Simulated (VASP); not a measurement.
# Bi3F (Cmmm) in VASP: notebook

The runs below take Bi3F through single point, relaxation of cell and atoms, with PBE.

All numbers are computed with VASP 6.6.1; they aren't measurements. Logs are shortened: lines on timing, memory, paths and dates and some standing lists are left out, and cuts for length are marked.

**1. The cell of the first run**

Symmetry: Cmmm, No. 65, orthorhombic system. Conventional cell: a = 3.808 Å, b = 5.204 Å, c = 10.543 Å, α = 90.00°, β = 90.00°, γ = 90.00°. Bi (site symmetry mm2) has 10 Bi at 3.19 to 3.81 Å and 4 F at 3.31 to 3.76 Å within 4.2 Å. Bi (site symmetry mmm) has 14 Bi at 3.19 to 3.81 Å within 4.2 Å. Within 4.2 Å of F (site symmetry mmm) lie 6 F at 3.22 to 3.81 Å and 8 Bi at 3.31 to 3.76 Å.

**2. Single point, PBE**

File INCAR:

```
SYSTEM = Bi3F
PREC     = Accurate       ! precision mode
ENCUT    = 520            ! plane-wave cutoff, eV
EDIFF    = 1E-6           ! SCF threshold, eV
ISMEAR   = 0              ! smearing method
SIGMA    = 0.1            ! smearing width, eV
LREAL    = .False.        ! projectors in reciprocal space
LASPH    = .True.         ! aspherical terms in the spheres
NELM     = 100            ! most SCF steps
ALGO     = Normal         ! electronic algorithm
ISIF     = 2              ! what is computed and relaxed
LWAVE    = .False.        ! write WAVECAR
LCHARG   = .False.        ! write CHGCAR
GGA      = PE             ! functional
NBANDS   = 34             ! bands
```

File KPOINTS:

```
regular mesh
0
Gamma
  6 6 2
  0 0 0
```

File POSCAR:

```
Bi3F
1.0
    1.9040380500     -2.6019045500      0.0000000000
    1.9040380500      2.6019045500      0.0000000000
    0.0000000000      0.0000000000     10.5430880300
Bi F
3 1
Direct
    0.5000000000      0.5000000000      0.7427139900
    0.0000000000      0.0000000000      0.5000000000
    0.5000000000      0.5000000000      0.2572860100
    0.0000000000      0.0000000000      0.0000000000
```

Potentials or basis: VASP PAW PBE potentials, release 64 (Bi_d, F).

Run with:

```
$ cat potpaw_PBE.64/Bi_d/POTCAR potpaw_PBE.64/F/POTCAR > POTCAR
$ mpirun -np 1 vasp_std > vasp.out
```

OUTCAR:

```text
SYSTEM = Bi3F
   PREC = Accurate
   ENCUT = 520
   EDIFF = 1E-6
   ISMEAR = 0
   LREAL = .False.
   LASPH = .True.
   NELM = 100
   ISIF = 2
   GGA = PE

 ion  position               nearest neighbor table
   1  0.500  0.500  0.743-   2 3.19   2 3.19   2 3.65   2 3.65
   2  0.000  0.000  0.500-   1 3.19   3 3.19   1 3.19   3 3.19   1 3.65   3 3.65   1 3.65   3 3.65

   3  0.500  0.500  0.257-   2 3.19   2 3.19   2 3.65   2 3.65
   4  0.000  0.000  0.000-

  LATTYP: Found a base centered orthorhombic cell.
 ALAT       =     3.8080761000
 B/A-ratio  =     1.3665191985
 C/A-ratio  =     2.7686127465

  Lattice vectors:

 A1 = (   1.9040380500,  -2.6019045500,   0.0000000000)
 A2 = (   1.9040380500,   2.6019045500,   0.0000000000)
 A3 = (   0.0000000000,   0.0000000000,  10.5430880300)

Analysis of symmetry for initial positions (statically):
=====================================================================
 Subroutine PRICEL returns:
 Original cell was already a primitive cell.

 Routine SETGRP: Setting up the symmetry group for a
 base centered orthorhombic supercell.

 Subroutine GETGRP returns: Found  8 space group operations
 (whereof  8 operations were pure point group operations)
 out of a pool of  8 trial point group operations.

The static configuration has the point symmetry D_2h.

Analysis of symmetry for dynamics (positions and initial velocities):
=====================================================================
 Subroutine PRICEL returns:
 Original cell was already a primitive cell.

 Routine SETGRP: Setting up the symmetry group for a
 base centered orthorhombic supercell.

 Subroutine GETGRP returns: Found  8 space group operations
 (whereof  8 operations were pure point group operations)
 out of a pool of  8 trial point group operations.

The dynamic configuration has the point symmetry D_2h.

 Subroutine INISYM returns: Found  8 space group operations
 (whereof  8 operations are pure point group operations),
 and found     1 'primitive' translations

----------------------------------------------------------------------------------------

                                     Primitive cell

  volume of cell :     104.4636

  direct lattice vectors                    reciprocal lattice vectors
     1.904038050 -2.601904550  0.000000000     0.262599794 -0.192166926  0.000000000
     1.904038050  2.601904550  0.000000000     0.262599794  0.192166926  0.000000000
     0.000000000  0.000000000 10.543088030     0.000000000  0.000000000  0.094848871

  length of vectors
     3.224169379  3.224169379 10.543088030     0.325402488  0.325402488  0.094848871

  position of ions in fractional coordinates (direct lattice)
     0.500000000  0.500000000  0.742713990
     0.000000000  0.000000000  0.500000000
     0.500000000  0.500000000  0.257286010
     0.000000000  0.000000000  0.000000000

  ion indices of the primitive-cell ions
   primitive index   ion index
                 1           1
                 2           2
                 3           3
                 4           4

----------------------------------------------------------------------------------------

 KPOINTS: regular mesh

Automatic generation of k-mesh.
 Grid dimensions read from file:
 generate k-points for:    6    6    2

 Generating k-lattice:

  Cartesian coordinates                     Fractional coordinates (reciprocal lattice)
     0.043766632 -0.032027821  0.000000000     0.166666667 -0.000000000  0.000000000
     0.043766632  0.032027821  0.000000000    -0.000000000  0.166666667  0.000000000
     0.000000000  0.000000000  0.047424436     0.000000000  0.000000000  0.500000000

  Length of vectors
     0.054233748  0.054233748  0.047424436

  Shift w.r.t. Gamma in fractional coordinates (k-lattice)
     0.000000000  0.000000000  0.000000000

 Subroutine IBZKPT returns following result:
 ===========================================

 Found     26 irreducible k-points:

 Following reciprocal coordinates:
            Coordinates               Weight
  0.000000  0.000000  0.000000      1.000000
  0.166667  0.000000  0.000000      4.000000
  0.333333 -0.000000  0.000000      4.000000
  0.500000  0.000000  0.000000      2.000000
  0.166667  0.166667  0.000000      2.000000
  0.333333  0.166667  0.000000      4.000000
[... 16 lines left out ...]
  0.333333  0.333333  0.500000      2.000000
  0.500000  0.333333  0.500000      4.000000
 [... further k-points ...]
   k-points           NKPTS =     26   k-points in BZ     NKDIM =     26   number of bands    NBANDS=     34
   number of dos      NEDOS =    301   number of ions     NIONS =      4
   total plane-waves  NPLWV =  46080
   dimension x,y,z NGX =    24 NGY =   24 NGZ =   80
   dimension x,y,z NGXF=    48 NGYF=   48 NGZF=  160
   ions per type =               3   1
   NGX,Y,Z   is equivalent  to a cutoff of  12.37, 12.37, 12.61 a.u.
   NGXF,Y,Z  is equivalent  to a cutoff of  24.75, 24.75, 25.23 a.u.
 SYSTEM =  Bi3F
[... 37 lines left out ...]
   IVDW    =     0    specifies the selected vdW correction
   LEPSILON=     F    determine dielectric tensor
   LRPA    =     F    only Hartree local field effects (RPA)
 non-spin polarized calculation
 Gauss-broadening in eV      SIGMA  =   0.10
  energy-cutoff  :      520.00
  volume of cell :      104.46
 maximum number of plane-waves:      2847
   NGX = 11   NGY = 11   NGZ = 39

 number of electron      52.0000001 magnetization

 Free energy of the ion-electron system (eV)
  ---------------------------------------------------
  ext. energy  EPLUGINS =         0.00000000
  ---------------------------------------------------
  free energy    TOTEN  =       -13.91543132 eV

  energy without entropy =      -13.90208749  energy(sigma->0) =      -13.90875940

 E-fermi :   6.2028     XC(G=0):  -9.9687

 val. band max:        6.2013548252   @ k =   0.5000   0.3333   0.5000
 cond. band min:       6.2097515358   @ k =  -0.1667   0.1667   0.0000
 fundamental gap:      0.0083967106
 Fermi energy:         6.2028385799

 k-point     1 :       0.0000    0.0000    0.0000
  band No.  band energies     occupation
      1     -17.0372      2.00000
      2     -17.0201      2.00000
      3     -16.9568      2.00000
      4     -16.9504      2.00000
      5     -16.9392      2.00000
      6     -16.9357      2.00000
[... 26 lines left out ...]
     33      14.2485      0.00000
     34      14.4353      0.00000

 k-point     2 :       0.1667    0.0000    0.0000
  band No.  band energies     occupation
      1     -17.0043      2.00000
      2     -16.9956      2.00000
      3     -16.9542      2.00000
      4     -16.9441      2.00000
      5     -16.9181      2.00000
      6     -16.8875      2.00000
[... 26 lines left out ...]
     33      15.3422      0.00000
     34      15.3658      0.00000

 k-point     3 :       0.3333   -0.0000    0.0000
  band No.  band energies     occupation
      1     -17.0065      2.00000
      2     -16.9882      2.00000
      3     -16.9742      2.00000
      4     -16.9280      2.00000
      5     -16.9016      2.00000
      6     -16.8482      2.00000
[... 26 lines left out ...]
     33      14.7096      0.00000
     34      15.4137      0.00000

 k-point     4 :       0.5000    0.0000    0.0000
  band No.  band energies     occupation
      1     -17.0158      2.00000
      2     -16.9917      2.00000
      3     -16.9903      2.00000
      4     -16.9177      2.00000
      5     -16.9046      2.00000
      6     -16.8931      2.00000
[... 26 lines left out ...]
     33      14.3436      0.00000
     34      15.2639      0.00000

 k-point     5 :       0.1667    0.1667    0.0000
  band No.  band energies     occupation
      1     -16.9609      2.00000
      2     -16.9493      2.00000
      3     -16.9451      2.00000
      4     -16.9443      2.00000
      5     -16.8856      2.00000
      6     -16.8854      2.00000
[... 621 lines left out ...]
 k-point    22 :      -0.1667    0.1667    0.5000
  band No.  band energies     occupation
      1     -16.9580      2.00000
      2     -16.9348      2.00000
      3     -16.9207      2.00000
      4     -16.9185      2.00000
      5     -16.8939      2.00000
      6     -16.8853      2.00000
[... 26 lines left out ...]
     33      13.9222      0.00000
     34      15.2935      0.00000

 k-point    23 :       0.3333    0.3333    0.5000
  band No.  band energies     occupation
      1     -16.9663      2.00000
      2     -16.9420      2.00000
      3     -16.9082      2.00000
      4     -16.8717      2.00000
      5     -16.8535      2.00000
      6     -16.8504      2.00000
[... 26 lines left out ...]
     33      14.8766      0.00000
     34      15.3433      0.00000

 k-point    24 :       0.5000    0.3333    0.5000
  band No.  band energies     occupation
      1     -16.9977      2.00000
      2     -16.9435      2.00000
      3     -16.9364      2.00000
      4     -16.9055      2.00000
      5     -16.8993      2.00000
      6     -16.8745      2.00000
[... 26 lines left out ...]
     33      12.1679      0.00000
     34      13.5486      0.00000

 [... further k-points ...]
[... 5 lines left out ...]
  --------------------------------------------------------------------------------------
  -------------------------------------------------------------------------------------
  Total        5.1423827      6.5821462     -0.9920905      0.0000000      0.0000000      0.0000000
  in kB       78.8696951    100.9516209    -15.2158795      0.0000000      0.0000000      0.0000000
  external PRESSURE =      54.8684788 kB  Pullay stress =       0.0000000 kB

 VOLUME and BASIS-vectors are now :
 -----------------------------------------------------------------------------
  energy-cutoff  :      520.00
  volume of cell :      104.46
      direct lattice vectors                 reciprocal lattice vectors
     1.904038050 -2.601904550  0.000000000     0.262599794 -0.192166926  0.000000000
     1.904038050  2.601904550  0.000000000     0.262599794  0.192166926  0.000000000
     0.000000000  0.000000000 10.543088030     0.000000000  0.000000000  0.094848871

 POSITION                                       TOTAL-FORCE (eV/Angst)
 -----------------------------------------------------------------------------------
      1.90404      0.00000      7.83050        -0.000000     -0.000000      2.212426
      0.00000      0.00000      5.27154         0.000000      0.000000      0.000000
      1.90404      0.00000      2.71259         0.000000     -0.000000     -2.212426
      0.00000      0.00000      0.00000         0.000000     -0.000000      0.000000
 -----------------------------------------------------------------------------------
    total drift:                               -0.000000     -0.000000     -0.000000

  FREE ENERGIE OF THE ION-ELECTRON SYSTEM (eV)
  ---------------------------------------------------
  free  energy   TOTEN  =       -13.9154313172 eV

  energy  without entropy=      -13.9020874899  energy(sigma->0) =      -13.90875940
```

It took 47 s on 1 thread of Intel Xeon 6975P-C (Granite Rapids), shared host; peak memory 0.23 GiB.

Results:

* Free energy: -13.9154 eV
* Pressure: 5.5 GPa
* Largest force: 2.212 eV/Å
* Band gap on the k mesh: zero (band 26 reaches 10.25 eV, above the bottom of band 27 at 5.17 eV)

Forces on the atoms (eV/Å):
```
Bi   0.000  0.000  2.212
Bi   0.000  0.000  0.000
Bi   0.000  0.000 -2.212
F    0.000  0.000  0.000
```

Stress tensor (GPa, compression positive):
```
 7.89  0.00  0.00
 0.00 10.10  0.00
 0.00  0.00 -1.52
```

Levels at points of the mesh, in eV from the Fermi level:
```tsv
k point	band 24	band 25	band 26	band 27	band 28	band 29
(0.00, 0.00, 0.00)	-0.26	2.31	4.05	4.14	4.29	5.38
(0.50, 0.00, 0.00)	-1.34	-0.40	-0.29	0.97	2.12	3.76
(0.50, 0.50, 0.00)	-1.40	-1.07	-0.93	-0.47	-0.43	1.08
(0.00, 0.00, 0.50)	0.56	2.30	3.48	4.05	4.18	5.38
(0.50, 0.00, 0.50)	-1.06	-0.41	0.25	0.71	1.90	3.71
(0.50, 0.50, 0.50)	-1.24	-1.17	-1.11	-0.75	-0.22	1.32
```

Caveat: spin-orbit coupling is left out, which moves the levels of the heavy elements; forces of over 1 eV/Å act on the atoms, so gaps and moduli don't describe the material at rest.

**3. Single point, PBE**

This run uses another cell than the first one, of 26.18 Å³/atom, 1.003 times its volume.

File INCAR:

```
SYSTEM = Bi3F
ALGO = Normal
EDIFF = 1E-7
ENCUT = 520
GGA = PE
ISIF = 2
ISMEAR = 0
LASPH = .TRUE.
LCHARG = .FALSE.
LREAL = .FALSE.
LWAVE = .FALSE.
NBANDS = 34
NELM = 100
PREC = Accurate
SIGMA = 0.1
```

File KPOINTS:

```
k-points
0
G
  6 6 2
  0 0 0
```

File POSCAR:

```
Bi3F
1.0
    1.7260216111     -3.0447392129      0.0000000000
    1.7260216111      3.0447392129      0.0000000000
    0.0000000000      0.0000000000      9.9643502995
Bi F
3 1
Direct
    0.5000000000      0.5000000000      0.7932196747
    0.0000000000      0.0000000000      0.5000000000
    0.5000000000      0.5000000000      0.2067803253
    0.0000000000      0.0000000000      0.0000000000
```

Potentials or basis: VASP PAW PBE potentials, release 64 (Bi_d, F).

Run with:

```
$ cat potpaw_PBE.64/Bi_d/POTCAR potpaw_PBE.64/F/POTCAR > POTCAR
$ mpirun -np 1 vasp_std > vasp.out
```

Wall time 65 s (1 thread of Intel Xeon 6975P-C (Granite Rapids), shared host); peak memory 0.27 GiB.

It converged, with:

| Property | Result |
| --- | --- |
| Free energy | -15.6528 eV |
| Pressure | -0.1 GPa |
| Band gap on the k mesh | zero (band 26 reaches 10.76 eV, above the bottom of band 27 at 5.28 eV) |

Levels at points of the mesh, in eV from the Fermi level:
```
           k point  band 24  band 25  band 26  band 27  band 28  band 29
(0.00, 0.00, 0.00)    -1.59     3.55     3.58     3.89     4.50     4.51
(0.50, 0.00, 0.00)    -3.78    -3.33    -0.03     0.50     1.18     1.58
(0.50, 0.50, 0.00)    -4.20    -2.58    -1.20     0.50     1.10     2.01
(0.00, 0.00, 0.50)     0.34     1.76     3.43     3.92     4.39     4.82
(0.50, 0.00, 0.50)    -4.16    -2.46     0.19     0.49     1.06     1.89
(0.50, 0.50, 0.50)    -3.30    -3.11    -2.07     0.98     1.99     2.31
```

Caveat: spin-orbit coupling is left out, which moves the levels of the heavy elements.

**4. Relaxation of cell and atoms, PBE**

File INCAR:

```
SYSTEM = Bi3F
  ALGO = Normal
  EDIFF = 1E-7
  EDIFFG = -0.04
  ENCUT = 600
  GGA = PE
  IBRION = 2
  ISIF = 3
  ISMEAR = 0
  LASPH = .TRUE.
  LCHARG = .FALSE.
  LREAL = .FALSE.
  LWAVE = .FALSE.
  NELM = 60
  NSW = 90
  PREC = Accurate
  SIGMA = 0.1
```

KPOINTS is that of step 3.

File POSCAR:

```
Bi3F
1.0
    1.9040380500     -2.6019045500      0.0000000000
    1.9040380500      2.6019045500      0.0000000000
    0.0000000000      0.0000000000     10.5430880300
Bi F
3 1
Direct
    0.5000000000      0.5000000000      0.7427139900
    0.0000000000      0.0000000000      0.5000000000
    0.5000000000      0.5000000000      0.2572860100
    0.0000000000      0.0000000000      0.0000000000
```

Run with:

```
$ cat potpaw_PBE.64/Bi_d/POTCAR potpaw_PBE.64/F/POTCAR > POTCAR
$ mpirun -np 1 vasp_std > vasp.out
```

Wall time 14 min (1 thread of Intel Xeon 6975P-C (Granite Rapids), shared host); peak memory 0.3 GiB.

The run converged. Its results:

* Free energy: -15.6493 eV
* Relaxed volume: 26.20 Å³/atom
* Relaxed cell: a = 3.496 Å, b = 3.496 Å, c = 9.974 Å, α = 90.00°, β = 90.00°, γ = 120.72°
* Space group after relaxing (to 0.05 Å): Cmmm (No. 65)
* Energy gained by relaxing: 433.2 meV/atom
* Ionic steps: 20
* Pressure after relaxing: -0.2 GPa
* Largest force after relaxing: 0.005 eV/Å
* Band gap on the k mesh: zero (band 26 reaches 10.73 eV, above the bottom of band 27 at 5.26 eV)

Forces on the atoms (eV/Å):
```
Bi   0.000  0.000 -0.005
Bi   0.000  0.000  0.000
Bi   0.000  0.000  0.005
F    0.000  0.000  0.000
```

Stress tensor (GPa, compression positive):
```
-0.23  0.00  0.00
 0.00 -0.07  0.00
 0.00  0.00 -0.23
```

The path:
| step | energy change (eV) | largest force (eV/Å) | pressure (GPa) | volume (Å³) |
| --- | --- | --- | --- | --- |
| 1 | 0.0000 | 2.2134 | 5.52 | 104.46 |
| 2 | -0.6482 | 1.2215 | -3.53 | 118.41 |
| 3 | -0.6533 | 1.1479 | -4.05 | 119.73 |
| 4 | -1.1121 | 1.1389 | -2.86 | 112.62 |
| 5 | -1.3613 | 0.9996 | 1.06 | 103.13 |
| 6 | -1.5402 | 0.0005 | 0.84 | 102.40 |
| 7 | -1.5425 | 0.1170 | 0.91 | 102.30 |
| 8 | -1.6053 | 0.0913 | -1.06 | 105.13 |
| 9 | -1.6074 | 0.0795 | -1.40 | 105.70 |
| 10 | -1.6564 | 0.0739 | 0.21 | 102.87 |
| 11 | -1.6600 | 0.1224 | 0.88 | 101.77 |
| 12 | -1.6919 | 0.2179 | 0.98 | 102.09 |
| 13 | -1.6927 | 0.2235 | 1.00 | 102.13 |
| 14 | -1.7237 | 0.1581 | -0.67 | 105.46 |
| 15 | -1.7237 | 0.1573 | -0.70 | 105.54 |
| 16 | -1.7287 | 0.1068 | 0.33 | 104.05 |
| 17 | -1.7297 | 0.1220 | 0.01 | 104.47 |
| 18 | -1.7319 | 0.0727 | 0.09 | 104.31 |
| 19 | -1.7327 | 0.0177 | 0.19 | 104.14 |
| 20 | -1.7328 | 0.0045 | -0.18 | 104.80 |

Final structure:
```
Bi F
1.0
     1.72897   -3.03868    0.00000
     1.72897    3.03868    0.00000
     0.00000    0.00000    9.97405
Bi F
3 1
Direct
  0.50000 0.50000 0.79323
  0.00000 0.00000 0.50000
  0.50000 0.50000 0.20677
  0.00000 0.00000 0.00000
```

Levels at points of the mesh, in eV from the Fermi level:
```csv
k point,band 22,band 23,band 24,band 25,band 26,band 27,band 28,band 29,band 30,band 31
"(0.00, 0.00, 0.00)",-3.89,-2.79,-1.59,3.54,3.56,3.94,4.49,4.53,4.79,5.92
"(0.50, 0.00, 0.00)",-4.14,-3.96,-3.78,-3.32,-0.03,0.50,1.20,1.61,2.24,2.37
"(0.50, 0.50, 0.00)",-4.61,-4.59,-4.19,-2.58,-1.19,0.50,1.07,1.97,3.31,4.64
"(0.00, 0.00, 0.50)",-4.33,-3.89,0.34,1.75,3.43,3.97,4.42,4.81,4.88,5.69
"(0.50, 0.00, 0.50)",-4.59,-4.54,-4.14,-2.46,0.19,0.49,1.08,1.92,1.94,2.13
"(0.50, 0.50, 0.50)",-4.61,-4.58,-3.29,-3.11,-2.05,0.95,1.99,2.28,3.10,3.47
```

Caveat: spin-orbit coupling is left out, which moves the levels of the heavy elements.

**5. Overview**

```tsv
task	cell	cutoff (eV)	gap on the mesh (eV)	pressure (GPa)
single point	a = 3.224, b = 3.224, c = 10.543 Å, angles 90.0, 90.0, 107.6°, 4 atoms	520	none	5.5
single point	a = 3.500, b = 3.500, c = 9.964 Å, angles 90.0, 90.0, 120.9°, 4 atoms	520	none	-0.1
relaxation of cell and atoms	relaxed from a = 3.224, b = 3.224, c = 10.543 Å, angles 90.0, 90.0, 107.6°, 4 atoms	600	none	-0.2
```

Alike in all rows: level PBE; potentials or basis VASP PAW PBE potentials, release 64 (Bi_d, F); no spin polarisation; k mesh 6 × 6 × 2; smearing gaussian 0.1 eV.

Caveats: spin-orbit coupling is left out, which moves the levels of the heavy elements; forces of over 1 eV/Å act on the atoms, so gaps and moduli don't describe the material at rest (some runs).

Total energies depend on the potentials used, so only differences within one code and one set of settings carry meaning.
